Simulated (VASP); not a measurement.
# Ge (Imma) in VASP: notebook

Ge is run at these levels: PBE, LDA; tasks: single point.

Everything below comes from runs of VASP 6.6.1. Logs are shortened: lines on timing, memory, paths and dates and some standing lists are left out, and cuts for length are marked.

### 1 The cell of the first run

Symmetry: Imma, No. 74, orthorhombic system. Conventional cell: a = 4.992 Å, b = 5.302 Å, c = 2.874 Å, α = 90.00°, β = 90.00°, γ = 90.00°. Within 3.5 Å of Ge (site symmetry mm2) lie 8 Ge at 2.68 to 3.08 Å.

### 2 Single point, PBE

INCAR reads:

```
PREC = Accurate ; ENCUT = 520
EDIFF = 1E-7 ; ISMEAR = 0
SIGMA = 0.05 ; LREAL = F
LASPH = T ; NELM = 60
ALGO = Normal ; ISIF = 2
LWAVE = F ; LCHARG = F
GGA = PE ; NBANDS = 21
```

KPOINTS reads:

```
regular mesh
0
Gamma
  11 11 11
```

POSCAR reads:

```
Ge
1.0
   -2.4958980000      2.6508630000      1.4369470000
    2.4958980000     -2.6508630000      1.4369470000
    2.4958980000      2.6508630000     -1.4369470000
Ge
2
Direct
    0.3140570000      0.0640570000      0.2500000000
    0.6859430000      0.9359430000      0.7500000000
```

Potentials or basis: VASP PAW PBE potentials, release 64 (Ge_d).

On the command line:

```console
> cat potpaw_PBE.64/Ge_d/POTCAR > POTCAR
> mpirun -np 1 vasp_std > vasp.out
```

OUTCAR:

```text
PREC = Accurate
   ENCUT = 520
   EDIFF = 1E-7
   ISMEAR = 0
   LREAL = F
   LASPH = T
   NELM = 60
   ISIF = 2
   GGA = PE

 ion  position               nearest neighbor table
   1  0.314  0.064  0.250-   2 2.68   2 2.68   2 2.72   2 2.72
   2  0.686  0.936  0.750-   1 2.68   1 2.68   1 2.72   1 2.72

  LATTYP: Found a body centered orthorhombic cell.
 ALAT       =     2.8738940000
 B/A-ratio  =     1.7369450648
 C/A-ratio  =     1.8447882907

  Lattice vectors:

 A1 = (   2.4958980000,  -2.6508630000,   1.4369470000)
 A2 = (  -2.4958980000,  -2.6508630000,  -1.4369470000)
 A3 = (   2.4958980000,   2.6508630000,  -1.4369470000)

Analysis of symmetry for initial positions (statically):
=====================================================================
 Subroutine PRICEL returns:
 Original cell was already a primitive cell.

 Routine SETGRP: Setting up the symmetry group for a
 body centered orthorhombic supercell.

 Subroutine GETGRP returns: Found  8 space group operations
 (whereof  4 operations were pure point group operations)
 out of a pool of  8 trial point group operations.

The static configuration has the point symmetry C_2h.
 The point group associated with its full space group is D_2h.

Analysis of symmetry for dynamics (positions and initial velocities):
=====================================================================
 Subroutine PRICEL returns:
 Original cell was already a primitive cell.

 Routine SETGRP: Setting up the symmetry group for a
 body centered orthorhombic supercell.

 Subroutine GETGRP returns: Found  8 space group operations
 (whereof  4 operations were pure point group operations)
 out of a pool of  8 trial point group operations.

The dynamic configuration has the point symmetry C_2h.
 The point group associated with its full space group is D_2h.

 Subroutine INISYM returns: Found  8 space group operations
 (whereof  4 operations are pure point group operations),
 and found     1 'primitive' translations

----------------------------------------------------------------------------------------

                                     Primitive cell

  volume of cell :      38.0290
[... 81 lines left out ...]
   ISTART =      0    job   : 0-new  1-cont  2-samecut
   ICHARG =      2    charge: 1-file 2-atom 10-const
   ISPIN  =      1    spin polarized calculation?
   LNONCOLLINEAR =      F non collinear calculations
   LSORBIT =      F    spin-orbit coupling
   LASPH  =      T    aspherical Exc in radial PAW
   ENCUT  =  520.0 eV  38.22 Ry    6.18 a.u.   7.28  7.28  7.28*2*pi/ulx,y,z
   NELM   =     60;   NELMIN=  2; NELMDL= -5     # of ELM steps
   EDIFF  = 0.1E-06   stopping-criterion for ELM
   LREAL  =      F    real-space projection
   EDIFFG = 0.1E-05   stopping-criterion for IOM
   NSW    =      0    number of steps for IOM
   IBRION =     -1    ionic relax: 0-MD 1-quasi-New 2-CG
   NFREE  =      0    steps in history (QN), initial steepest desc. (CG)
   ISIF   =      2    stress and relaxation
   ISYM   =      2    0-nonsym 1-usesym 2-fastsym
   POTIM  = 0.5000    time-step for ionic-motion
   TEBEG  =    0.0;   TEEND  =   0.0 temperature during run
   PSTRESS=    0.0 pullay stress
   NELECT =      28.0000    total number of electrons
   NUPDOWN=      -1.0000    fix difference up-down
   EMIN   =  10.00;   EMAX   =-10.00  energy-range for DOS
   EFERMI =   0.00;   METHOD = LEGACY
   ISMEAR =     0;   SIGMA  =   0.05  broadening in eV -4-tet -1-fermi 0-gaus
   EFERMI_NEDOS =   21; number of points for ismear=-14 and -15
   IALGO  =     38    algorithm
   IMIX   =      4    mixing-type and parameters
     AMIX     =   0.40;   BMIX     =  1.00
     AMIX_MAG =   1.60;   BMIX_MAG =  1.00
  volume/ion in A,a.u.               =      19.01       128.32
  Fermi-wavevector in a.u.,A,eV,Ry     =   1.478277  2.793539 29.732860  2.185304
  Thomas-Fermi vector in A             =   2.592578
   LORBIT       =      0    0 simple, 1 ext, 2 COOP (PROOUT), +10 PAW based schemes
   GGA     = PE    functional components
   LHFCALC =     F    Hartree Fock is set to
   AEXX    =    0.0000 exact exchange contribution
   IVDW    =     0    specifies the selected vdW correction
   LEPSILON=     F    determine dielectric tensor
   LRPA    =     F    only Hartree local field effects (RPA)
 non-spin polarized calculation
 Gauss-broadening in eV      SIGMA  =   0.05
  energy-cutoff  :      520.00
  volume of cell :       38.03
 maximum number of plane-waves:      1044
 NGX is ok and might be reduce to    30
   NGX = 15   NGY = 15   NGZ = 15

 number of electron      28.0000014 magnetization

 Free energy of the ion-electron system (eV)
  ---------------------------------------------------
  ext. energy  EPLUGINS =         0.00000000
  ---------------------------------------------------
  free energy    TOTEN  =        -8.55838692 eV

  energy without entropy =       -8.55733359  energy(sigma->0) =       -8.55786026

 E-fermi :   6.5557     XC(G=0): -11.1900

 val. band max:        6.5551399147   @ k =   0.4545   0.1818  -0.0000
 cond. band min:       6.5576614349   @ k =   0.4545   0.4545  -0.0000
 fundamental gap:      0.0025215203
 Fermi energy:         6.5556683841

 k-point     1 :       0.0000    0.0000    0.0000
  band No.  band energies     occupation
      1     -18.2231      2.00000
      2     -18.1478      2.00000
      3     -18.1455      2.00000
      4     -18.1411      2.00000
      5     -18.1091      2.00000
      6     -18.0726      2.00000
[... 565 lines left out ...]
     20      17.3667      0.00000
     21      17.5509      0.00000

 [... further k-points ...]

------------------------ aborting loop because EDIFF is reached ----------------------------------------

  FORCE on cell =-STRESS in cart. coord.  units (eV):
  Direction    XX          YY          ZZ          XY          YZ          ZX
  --------------------------------------------------------------------------------------
  -------------------------------------------------------------------------------------
  Total        0.5810569      0.0041554      0.2205134      0.0000000     -0.0000000      0.0000000
  in kB       24.4801692      0.1750705      9.2903203      0.0000000     -0.0000000      0.0000000
  external PRESSURE =      11.3151867 kB  Pullay stress =       0.0000000 kB

 VOLUME and BASIS-vectors are now :
 -----------------------------------------------------------------------------
  energy-cutoff  :      520.00
  volume of cell :       38.03
      direct lattice vectors                 reciprocal lattice vectors
    -2.495898000  2.650863000  1.436947000     0.000000000  0.188617820  0.347959946
     2.495898000 -2.650863000  1.436947000     0.200328699  0.000000000  0.347959946
     2.495898000  2.650863000 -1.436947000     0.200328699  0.188617820  0.000000000

 POSITION                                       TOTAL-FORCE (eV/Angst)
 -----------------------------------------------------------------------------------
      0.00000      1.32543      0.18409        -0.000000      0.000000      0.062154
      2.49590      1.32543      1.25285         0.000000     -0.000000     -0.062154
 -----------------------------------------------------------------------------------
    total drift:                               -0.000000     -0.000000      0.000000

  FREE ENERGIE OF THE ION-ELECTRON SYSTEM (eV)
  ---------------------------------------------------
  free  energy   TOTEN  =        -8.5583869244 eV

  energy  without entropy=       -8.5573335900  energy(sigma->0) =       -8.55786026
```

stdout:

```text
POSCAR found type information on POSCAR Ge
 POSCAR found :  1 types and       2 ions
 scaLAPACK will be used
 LDA part: xc-table for (Slater+PW92), standard interpolation
 POSCAR, INCAR and KPOINTS ok, starting setup
 FFT: planning ... GRIDC
 FFT: planning ... GRID_SOFT
 FFT: planning ... GRID
 WAVECAR not read
 entering main loop
```

Wall time 85 s (1 thread of Intel Xeon Platinum 8559C (Emerald Rapids), shared host); peak memory 0.26 GiB.

What came out:

```
Free energy            : -8.5584 eV
Pressure               : 1.1 GPa
Largest force          : 0.062 eV/Å
Band gap on the k mesh : zero (band 14 reaches 8.62 eV, above the bottom of band 15 at 3.41 eV)
```

Forces in eV/Å, atoms in the order of the input:
```
Ge   0.000  0.000  0.062
Ge   0.000  0.000 -0.062
```

Stress tensor (GPa, compression positive):
```
2.45 0.00 0.00
0.00 0.02 0.00
0.00 0.00 0.93
```

### 3 Single point, PBE

INCAR reads:

```
PREC = Accurate
ENCUT = 520
EDIFF = 1E-6
ISMEAR = 0
SIGMA = 0.02
LREAL = F
LASPH = T
NELM = 80
ALGO = Normal
ISIF = 2
LWAVE = F
LCHARG = T
GGA = PE
LELF = T
LVHAR = T
NBANDS = 21
```

KPOINTS reads:

```
Automatic mesh
0
Gamma
  11 11 11
```

POSCAR is that of step 2.

Potentials or basis: VASP PAW PBE potentials, release 64 (Ge_d).

On the command line:

```console
> cat potpaw_PBE.64/Ge_d/POTCAR > POTCAR
> mpirun -np 1 vasp_std > vasp.out
```

Wall time 78 s (1 thread of Intel Xeon Platinum 8559C (Emerald Rapids), shared host); peak memory 0.26 GiB.

Results (log left out):

```
Free energy            : -8.5579 eV
Pressure               : 1.0 GPa
Largest force          : 0.062 eV/Å
Band gap on the k mesh : zero (band 14 reaches 8.62 eV, above the bottom of band 15 at 3.41 eV)
```

Forces on the atoms (eV/Å):
```
Ge   0.000  0.000  0.062
Ge   0.000  0.000 -0.062
```

Stress tensor (GPa, compression positive):
```
 2.38  0.00  0.00
 0.00 -0.36  0.00
 0.00  0.00  0.91
```

Levels at points of the mesh, in eV from the Fermi level:
| k point | band 11 | band 12 | band 13 | band 14 | band 15 | band 16 | band 17 | band 18 |
| --- | --- | --- | --- | --- | --- | --- | --- | --- |
| (0.00, 0.00, 0.00) | -13.12 | -3.84 | -2.37 | -1.93 | 3.45 | 6.93 | 7.15 | 7.87 |

### 4 Single point, PBE

INCAR reads:

```
ALGO = Normal
EDIFF = 1E-7
ENCUT = 520
GGA = PE
ISIF = 2
ISMEAR = 0
LASPH = T
LCHARG = T
LELF = T
LREAL = F
LVHAR = T
LWAVE = F
NBANDS = 21
NELM = 80
PREC = Accurate
SIGMA = 0.1
```

KPOINTS reads:

```
k-points
0
Gamma
  11 11 11
```

POSCAR is that of step 3.

On the command line:

```console
> cat potpaw_PBE.64/Ge_d/POTCAR > POTCAR
> mpirun -np 1 vasp_std > vasp.out
```

Run time: 88 s. Hardware: 1 thread of Intel Xeon Platinum 8559C (Emerald Rapids), shared host; peak memory 0.26 GiB.

It converged, with:

| Quantity | Value |
| --- | --- |
| Free energy | -8.5598 eV |
| Pressure | 1.2 GPa |
| Largest force | 0.059 eV/Å |
| Band gap on the k mesh | zero (band 14 reaches 8.62 eV, above the bottom of band 15 at 3.41 eV) |

Forces on the atoms (eV/Å):
```
Ge   0.000  0.000  0.059
Ge   0.000  0.000 -0.059
```

Stress tensor (GPa, compression positive):
```
2.41 0.00 0.00
0.00 0.25 0.00
0.00 0.00 0.83
```

Levels at points of the mesh, in eV from the Fermi level:
| k point | band 10 | band 11 | band 12 | band 13 | band 14 | band 15 | band 16 | band 17 | band 18 | band 19 |
| --- | --- | --- | --- | --- | --- | --- | --- | --- | --- | --- |
| (0.00, 0.00, 0.00) | -24.46 | -13.12 | -3.84 | -2.37 | -1.92 | 3.45 | 6.93 | 7.16 | 7.88 | 8.21 |

### 5 Single point, LDA

This run uses another cell than the first one, of 18.25 Å³/atom, 0.960 times its volume.

INCAR reads:

```
SYSTEM = Ge
ALGO = Normal
EDIFF = 1E-6
ENCUT = 520
GGA = CA
ISIF = 2
ISMEAR = -1
LASPH = .TRUE.
LCHARG = .FALSE.
LREAL = .FALSE.
LWAVE = .FALSE.
NBANDS = 21
NELM = 100
PREC = Accurate
SIGMA = 0.05
```

KPOINTS reads:

```
k-points
0
G
  11 11 11
  0 0 0
```

POSCAR reads:

```
Ge
1.0
   -2.4621655136      2.6150361352      1.4175264166
    2.4621655136     -2.6150361352      1.4175264166
    2.4621655136      2.6150361352     -1.4175264166
Ge
2
Direct
    0.3140570000      0.0640570000      0.2500000000
    0.6859430000      0.9359430000      0.7500000000
```

Potentials or basis: VASP PAW LDA potentials, release 64 (Ge_d).

On the command line:

```console
> cat potpaw_LDA.64/Ge_d/POTCAR > POTCAR
> mpirun -np 1 vasp_std > vasp.out
```

It took 64 s on 1 thread of Intel Xeon Platinum 8559C (Emerald Rapids), shared host; peak memory 0.24 GiB.

The run converged. Its results:

```
Free energy            : -10.0108 eV
Pressure               : -1.4 GPa
Largest force          : 0.065 eV/Å
Band gap on the k mesh : zero (band 14 reaches 8.89 eV, above the bottom of band 15 at 3.44 eV)
```

Forces on the atoms (eV/Å):
```
Ge   0.000  0.000  0.065
Ge   0.000  0.000 -0.065
```

Stress tensor (GPa, compression positive):
```
-0.08  0.00  0.00
 0.00 -2.37  0.00
 0.00  0.00 -1.63
```

Levels at points of the mesh, in eV from the Fermi level:
| k point | band 12 | band 13 | band 14 | band 15 | band 16 | band 17 |
| --- | --- | --- | --- | --- | --- | --- |
| (0.00, 0.00, 0.00) | -3.77 | -2.47 | -2.01 | 3.45 | 7.10 | 7.36 |

### 6 Single point, LDA

This run uses another cell than the first one, of 18.63 Å³/atom, 0.980 times its volume.

INCAR reads:

```
SYSTEM = Ge
PREC = Accurate
ENCUT = 520
EDIFF = 1E-6
ISMEAR = -1
SIGMA = 0.05
LREAL = .FALSE.
LASPH = .TRUE.
NELM = 60
ALGO = Normal
ISIF = 2
LWAVE = .FALSE.
LCHARG = .FALSE.
NBANDS = 21
```

KPOINTS reads:

```
Automatic mesh
0
G
  11 11 11
  0 0 0
```

POSCAR reads:

```
Ge
1.0
   -2.4791465020      2.6330714371      1.4273027698
    2.4791465020     -2.6330714371      1.4273027698
    2.4791465020      2.6330714371     -1.4273027698
Ge
2
Direct
    0.3140570000      0.0640570000      0.2500000000
    0.6859430000      0.9359430000      0.7500000000
```

Potentials or basis: VASP PAW LDA potentials, release 64 (Ge_d).

On the command line:

```console
> cat potpaw_LDA.64/Ge_d/POTCAR > POTCAR
> mpirun -np 1 vasp_std > vasp.out
```

Run time: 62 s. Hardware: 1 thread of Intel Xeon Platinum 8559C (Emerald Rapids), shared host; peak memory 0.25 GiB.

The run converged. Its results:

| Property | Result |
| --- | --- |
| Free energy | -10.0015 eV |
| Pressure | -2.9 GPa |
| Largest force | 0.067 eV/Å |
| Band gap on the k mesh | zero (band 14 reaches 8.58 eV, above the bottom of band 15 at 3.29 eV) |

Forces in eV/Å, atoms in the order of the input:
```
Ge   0.000  0.000  0.067
Ge   0.000  0.000 -0.067
```

Stress tensor (GPa, compression positive):
```
-1.66  0.00  0.00
 0.00 -3.86  0.00
 0.00  0.00 -3.13
```

Levels at points of the mesh, in eV from the Fermi level:
```
           k point  band 11  band 12  band 13  band 14  band 15  band 16  band 17  band 18
(0.00, 0.00, 0.00)   -13.28    -3.85    -2.41    -1.95     3.50     6.99     7.21     7.93
```

### 7 Overview

| level | potentials or basis | cell | smearing | gap on the mesh (eV) | pressure (GPa) | largest force (eV/Å) |
| --- | --- | --- | --- | --- | --- | --- |
| PBE | VASP PAW PBE potentials, release 64 (Ge_d) | a = 3.914 Å, angles 100.8, 94.7, 136.9°, 2 atoms | gaussian 0.05 eV | none | 1.1 | 0.06 |
| PBE | VASP PAW PBE potentials, release 64 (Ge_d) | a = 3.914 Å, angles 100.8, 94.7, 136.9°, 2 atoms | gaussian 0.02 eV | none | 1.0 | 0.06 |
| PBE | VASP PAW PBE potentials, release 64 (Ge_d) | a = 3.914 Å, angles 100.8, 94.7, 136.9°, 2 atoms | gaussian 0.1 eV | none | 1.2 | 0.06 |
| LDA | VASP PAW LDA potentials, release 64 (Ge_d) | a = 3.861 Å, angles 100.8, 94.7, 136.9°, 2 atoms | fermi-dirac 0.05 eV | none | -1.4 | 0.07 |
| LDA | VASP PAW LDA potentials, release 64 (Ge_d) | a = 3.888 Å, angles 100.8, 94.7, 136.9°, 2 atoms | fermi-dirac 0.05 eV | none | -2.9 | 0.07 |

Alike in all rows: task single point; no spin polarisation; k mesh 11 × 11 × 11; cutoff (eV) 520.

Total energies depend on the potentials used, so only differences within one code and one set of settings carry meaning.
